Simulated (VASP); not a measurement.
# AlAs (lda) (F-43m) in VASP: further runs, part 2 of 2

VASP 6.6.1.

## 4. Single point, LDA

This run uses another cell than the first one, of 22.30 Å³/atom, 0.983 times its volume.

INCAR

```
PREC     = Accurate       # precision mode
ENCUT    = 500            # plane-wave cutoff, eV
EDIFF    = 1E-6           # SCF threshold, eV
ISMEAR   = 0              # smearing method
SIGMA    = 0.02           # smearing width, eV
LREAL    = F              # projectors in reciprocal space
LASPH    = T              # aspherical terms in the spheres
NELM     = 120            # most SCF steps
ALGO     = Normal         # electronic algorithm
ISIF     = 2              # what is computed and relaxed
LWAVE    = F              # write WAVECAR
LCHARG   = T              # write CHGCAR
LELF     = T              # ELF
LVHAR    = T            
NBANDS   = 11             # bands
GGA_COMPAT= F
```

KPOINTS

```
regular mesh
0
Gamma
  8 8 8
```

POSCAR

```
AlAs
1.0
    0.0000000000      2.8145443629      2.8145443629
    2.8145443629      0.0000000000      2.8145443629
    2.8145443629      2.8145443629      0.0000000000
Al As
1 1
Direct
    0.0000000000      0.0000000000      0.0000000000
    0.2500000000      0.2500000000      0.2500000000
```

Potentials or basis: VASP PAW LDA potentials, release 64 (Al, As).

Run with:

```bash
$ cat potpaw_LDA.64/Al/POTCAR potpaw_LDA.64/As/POTCAR > POTCAR
$ mpirun -np 1 vasp_std > vasp.out
```

OUTCAR:

```text
PREC = Accurate
   ENCUT = 500
   EDIFF = 1E-6
   ISMEAR = 0
   LREAL = F
   LASPH = T
   NELM = 120
   ISIF = 2

 ion  position               nearest neighbor table
   1  0.000  0.000  0.000-   2 2.44   2 2.44   2 2.44   2 2.44
   2  0.250  0.250  0.250-   1 2.44   1 2.44   1 2.44   1 2.44

  LATTYP: Found a face centered cubic cell.
 ALAT       =     5.6290887258

  Lattice vectors:

 A1 = (   0.0000000000,   2.8145443629,   2.8145443629)
 A2 = (   2.8145443629,   0.0000000000,   2.8145443629)
 A3 = (   2.8145443629,   2.8145443629,   0.0000000000)

Analysis of symmetry for initial positions (statically):
=====================================================================
 Subroutine PRICEL returns:
 Original cell was already a primitive cell.

 Routine SETGRP: Setting up the symmetry group for a
 face centered cubic supercell.

 Subroutine GETGRP returns: Found 24 space group operations
 (whereof 24 operations were pure point group operations)
 out of a pool of 48 trial point group operations.

The static configuration has the point symmetry T_d .

Analysis of symmetry for dynamics (positions and initial velocities):
=====================================================================
 Subroutine PRICEL returns:
 Original cell was already a primitive cell.

 Routine SETGRP: Setting up the symmetry group for a
 face centered cubic supercell.

 Subroutine GETGRP returns: Found 24 space group operations
 (whereof 24 operations were pure point group operations)
 out of a pool of 48 trial point group operations.

The dynamic configuration has the point symmetry T_d .

 Subroutine INISYM returns: Found 24 space group operations
 (whereof 24 operations are pure point group operations),
 and found     1 'primitive' translations

----------------------------------------------------------------------------------------

                                     Primitive cell

[... 112 lines left out ...]
  Fermi-wavevector in a.u.,A,eV,Ry     =   0.923322  1.744826 11.599298  0.852524
  Thomas-Fermi vector in A             =   2.048946
   LORBIT       =      0    0 simple, 1 ext, 2 COOP (PROOUT), +10 PAW based schemes
   GGA     = CA    functional components
   LHFCALC =     F    Hartree Fock is set to
   AEXX    =    0.0000 exact exchange contribution
   IVDW    =     0    specifies the selected vdW correction
   LEPSILON=     F    determine dielectric tensor
   LRPA    =     F    only Hartree local field effects (RPA)
 non-spin polarized calculation
 Gauss-broadening in eV      SIGMA  =   0.02
  energy-cutoff  :      500.00
  volume of cell :       44.59
 maximum number of plane-waves:      1158
 NGX is ok and might be reduce to    30
   NGX = 15   NGY = 15   NGZ = 15

 number of electron       8.0000001 magnetization

 Free energy of the ion-electron system (eV)
  ---------------------------------------------------
  ext. energy  EPLUGINS =         0.00000000
  ---------------------------------------------------
  free energy    TOTEN  =       -10.51394280 eV

  energy without entropy =      -10.51394280  energy(sigma->0) =      -10.51394280

 E-fermi :   4.0162     XC(G=0):  -9.3428

 val. band max:        3.9282831261   @ k =   0.0000   0.0000   0.0000
 cond. band min:       5.2381952334   @ k =   0.5000   0.5000   0.0000
 fundamental gap:      1.3099121073
 Fermi energy:         4.0161592892

 k-point     1 :       0.0000    0.0000    0.0000
  band No.  band energies     occupation
      1      -8.0608      2.00000
      2       3.9283      2.00000
      3       3.9283      2.00000
      4       3.9283      2.00000
      5       5.9453      0.00000
      6       8.2027      0.00000
      7       8.2027      0.00000
      8       8.2027      0.00000
      9      12.6495      0.00000
     10      12.9951      0.00000
     11      12.9951      0.00000
[... 309 lines left out ...]
 k-point    24 :      -0.3750    0.2500    0.1250
  band No.  band energies     occupation
      1      -6.3381      2.00000
      2      -1.4167      2.00000
      3       1.1736      2.00000
      4       2.3511      2.00000
      5       7.5550      0.00000
      6       8.1072      0.00000
      7      10.6120      0.00000
      8      11.5550      0.00000
      9      12.2642      0.00000
     10      14.9206      0.00000
     11      16.1985      0.00000

 [... further k-points ...]
[... 5 lines left out ...]
  --------------------------------------------------------------------------------------
  -------------------------------------------------------------------------------------
  Total        0.0980637      0.0980637      0.0980637      0.0000000      0.0000000      0.0000000
  in kB        3.5234221      3.5234221      3.5234221      0.0000000      0.0000000      0.0000000
  external PRESSURE =       3.5234221 kB  Pullay stress =       0.0000000 kB

 VOLUME and BASIS-vectors are now :
 -----------------------------------------------------------------------------
  energy-cutoff  :      500.00
  volume of cell :       44.59
      direct lattice vectors                 reciprocal lattice vectors
     0.000000000  2.814544363  2.814544363    -0.177648648  0.177648648  0.177648648
     2.814544363  0.000000000  2.814544363     0.177648648 -0.177648648  0.177648648
     2.814544363  2.814544363  0.000000000     0.177648648  0.177648648 -0.177648648

 POSITION                                       TOTAL-FORCE (eV/Angst)
 -----------------------------------------------------------------------------------
      0.00000      0.00000      0.00000        -0.000000     -0.000000      0.000000
      1.40727      1.40727      1.40727         0.000000      0.000000     -0.000000
 -----------------------------------------------------------------------------------
    total drift:                                0.000000      0.000000      0.000000

  FREE ENERGIE OF THE ION-ELECTRON SYSTEM (eV)
  ---------------------------------------------------
  free  energy   TOTEN  =       -10.5139427957 eV

  energy  without entropy=      -10.5139427957  energy(sigma->0) =      -10.51394280
```

OSZICAR:

```text
N       E                     dE             d eps       ncg     rms          rms(c)
DAV:   1     0.132416526663E+02    0.13242E+02   -0.30785E+03   638   0.544E+02
DAV:   2    -0.980143841877E+01   -0.23043E+02   -0.21479E+02   851   0.879E+01
DAV:   3    -0.108272919437E+02   -0.10259E+01   -0.10238E+01   807   0.184E+01
DAV:   4    -0.108358984661E+02   -0.86065E-02   -0.86050E-02   749   0.204E+00
DAV:   5    -0.108360121507E+02   -0.11368E-03   -0.11368E-03   812   0.221E-01    0.342E+00
DAV:   6    -0.105758242644E+02    0.26019E+00   -0.40930E-01   692   0.230E+00    0.193E+00
DAV:   7    -0.105174922132E+02    0.58332E-01   -0.18989E-01   744   0.166E+00    0.662E-01
DAV:   8    -0.105139726440E+02    0.35196E-02   -0.13337E-02   719   0.535E-01    0.906E-02
DAV:   9    -0.105139316067E+02    0.41037E-04   -0.76320E-04   739   0.139E-01    0.388E-02
DAV:  10    -0.105139406929E+02   -0.90863E-05   -0.30033E-05   713   0.287E-02    0.143E-02
DAV:  11    -0.105139433273E+02   -0.26343E-05   -0.66701E-06   746   0.121E-02    0.756E-03
DAV:  12    -0.105139427957E+02    0.53157E-06   -0.18864E-06   428   0.538E-03
   1 F= -.10513943E+02 E0= -.10513943E+02  d E =-.272888E-12
```

stdout:

```text
POSCAR found type information on POSCAR AlAs
 POSCAR found :  2 types and       2 ions
 scaLAPACK will be used
 LDA part: xc-table for (Slater(with rela. corr.)+CA(PZ))
 , standard interpolation
 POSCAR, INCAR and KPOINTS ok, starting setup
 FFT: planning ... GRIDC
 FFT: planning ... GRID_SOFT
 FFT: planning ... GRID
 WAVECAR not read
 entering main loop
```

Wall time 21 s (1 thread of Intel Xeon 8259CL, shared host); peak memory 0.15 GiB.

Results:

```
Free energy            : -10.5139 eV
Pressure               : 0.4 GPa
Band gap on the k mesh : 1.31 eV, indirect (least direct gap 2.02 eV)
```

Levels at points of the mesh, in eV from the valence-band top:
| k point | band 2 | band 3 | band 4 | band 5 | band 6 | band 7 |
| --- | --- | --- | --- | --- | --- | --- |
| (0.00, 0.00, 0.00) | 0.00 | 0.00 | 0.00 | 2.02 | 4.27 | 4.27 |
| (0.50, 0.00, 0.00) | -5.67 | -0.84 | -0.84 | 2.09 | 4.65 | 4.65 |
| (0.50, 0.50, 0.00) | -5.51 | -2.22 | -2.22 | 1.31 | 2.20 | 10.33 |
